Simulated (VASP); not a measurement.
The system is AlN.

```
Al N
1.0
    -0.01646    2.02511    2.03964
     4.09569    2.02124   -2.06870
    -4.08657    2.04505   -2.02665
Al N
4 4
Direct
  0.05284 0.99494 0.00268
  0.42994 0.51331 0.03499
  0.48948 0.97673 0.44741
  0.93249 0.48527 0.46374
  0.90755 0.23131 0.73639
  0.53597 0.74647 0.74673
  0.60533 0.28889 0.24937
  0.04640 0.76308 0.31868
```

- Program: VASP 6.6.1
- Task: relaxation of cell and atoms
- Functional: PBE
- Potentials or basis: VASP PAW PBE potentials, release 64 (Al, N)
- Cutoff: 600 eV
- k mesh: 4 × 4 × 4
- Occupations: gaussian, width 0.1 eV
- Spin: no spin polarisation

At the start: pressure 31.0 GPa; volume 8.48 Å³/atom.

How do energy, volume and symmetry change on relaxing?

Over 18 steps the energy falls by 849.7 meV/atom and the volume is 8.41 Å³/atom (-0.8 %); space group Fm-3m (No. 225, to 0.05 Å).

Step by step:
| step | energy change (eV) | largest force (eV/Å) | pressure (GPa) | volume (Å³) |
| --- | --- | --- | --- | --- |
| 1 | 0.0000 | 16.2144 | 31.01 | 67.86 |
| 2 | 0.3248 | 7.6777 | -12.83 | 84.77 |
| 3 | -5.3261 | 2.4176 | -12.68 | 74.22 |
| 4 | -5.3730 | 2.4301 | -11.95 | 73.85 |
| 5 | -5.4179 | 2.4690 | -9.80 | 72.94 |
| 6 | -6.2316 | 1.4688 | 0.18 | 68.52 |
| 7 | -6.2329 | 1.5482 | 0.75 | 68.35 |
| 8 | -6.5789 | 1.0371 | 2.47 | 67.22 |
| 9 | -6.5871 | 1.2364 | 3.05 | 67.02 |
| 10 | -6.7572 | 0.4319 | -1.80 | 67.91 |
| 11 | -6.7614 | 0.3881 | -2.49 | 68.08 |
| 12 | -6.7890 | 0.2748 | 1.27 | 67.01 |
| 13 | -6.7895 | 0.2706 | 0.83 | 67.12 |
| 14 | -6.7958 | 0.1328 | 0.01 | 67.33 |
| 15 | -6.7958 | 0.1384 | -0.06 | 67.35 |
| 16 | -6.7973 | 0.0673 | -0.15 | 67.37 |
| 17 | -6.7973 | 0.0644 | -0.15 | 67.37 |
| 18 | -6.7976 | 0.0227 | 0.09 | 67.31 |

Final structure:
```yaml
crystal:
  lattice:
    - [-0.00009, 2.03679, 2.03647]
    - [4.06201, 2.03460, -2.03394]
    - [-4.06160, 2.03430, -2.03373]
  atoms:
    - { symbol: Al, position: [0.99954, 0.00005, 0.00023] }
    - { symbol: Al, position: [0.50034, 0.50001, 0.00004] }
    - { symbol: Al, position: [0.50034, 0.00006, 0.50012] }
    - { symbol: Al, position: [0.00013, 0.50013, 0.50004] }
    - { symbol: N, position: [0.00010, 0.24997, 0.74995] }
    - { symbol: N, position: [0.49992, 0.74981, 0.74973] }
    - { symbol: N, position: [0.49992, 0.25002, 0.25008] }
    - { symbol: N, position: [0.99971, 0.74994, 0.24980] }
```

Caveat: the k points lie up to 0.55 Å⁻¹ apart in the final cell.
